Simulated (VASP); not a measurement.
PbSe2, 3 atoms in the cell. Symmetry: Fm-3m, No. 225, cubic system. Conventional cell: a = 7.123 Å, b = 7.123 Å, c = 7.123 Å, α = 90.00°, β = 90.00°, γ = 90.00°. Pb (site symmetry m-3m) has 8 Se at 3.08 Å within 4.1 Å. Se (site symmetry -43m) has 4 Pb at 3.08 Å and 6 Se at 3.56 Å within 4.1 Å. 

```yaml
Program: VASP 6.6.1
Task: single point
Functional: PBE
Potentials_or_basis: VASP PAW PBE potentials, release 64 (Pb_d, Se)
Cutoff: 520 eV
k_mesh: 6 × 6 × 6
Occupations: fermi-dirac, width 0.02 eV
Spin: no spin polarisation
Dipole_correction: no
Further_INCAR_settings: ALGO = Normal; EDIFF = 1e-06; NBANDS = 20
```

Potentials or basis: VASP PAW PBE potentials, release 64 (Pb_d, Se).

Launch:

```bash
$ cat potpaw_PBE.64/Pb_d/POTCAR potpaw_PBE.64/Se/POTCAR > POTCAR
$ mpirun -np 1 vasp_std > vasp.out
```

Hardware: 1 thread of Intel(R) Xeon(R) Platinum 8259CL CPU @ 2.50GHz (Skylake/Cascade Lake) (shared host).

Q: How long does it take, and how much memory?

A: Run time: 41 s on 1 thread of Intel(R) Xeon(R) Platinum 8259CL CPU @ 2.50GHz (Skylake/Cascade Lake), with other jobs on the host, peak memory 0.24 GiB. Counts: scf iterations 13, k points 16.
